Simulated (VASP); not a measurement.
A run of VASP 6.6.1 is set up as follows.

File INCAR:

```
  PREC = Accurate
  ENCUT = 520
  EDIFF = 1E-6
  ISMEAR = -1
  SIGMA = 0.1
  LREAL = False
  LASPH = True
  NELM = 100
  ALGO = Normal
  ISIF = 2
  LWAVE = False
  LCHARG = True
  GGA = CA
  LELF = True
  LVHAR = True
  NBANDS = 11
```

KPOINTS

```
regular mesh
0
Gamma
  24 24 24
```

Contents of POSCAR:

```
Pd
1.0
    0.0000000000      1.9179787601      1.9179787601
    1.9179787601      0.0000000000      1.9179787601
    1.9179787601      1.9179787601      0.0000000000
Pd
1
Direct
    0.0000000000      0.0000000000      0.0000000000
```

Potentials or basis: VASP PAW LDA potentials, release 64 (Pd).

The run is started by

```console
$ cat potpaw_LDA.64/Pd/POTCAR > POTCAR
$ mpirun -np 1 vasp_std > vasp.out
```

Problem. Predict the band gap on the k mesh.

Solution. Zero (band 5 reaches 10.70 eV, above the bottom of band 6 at 8.98 eV).

Problem. What does it give for the pressure?

Solution. 1.3 GPa.
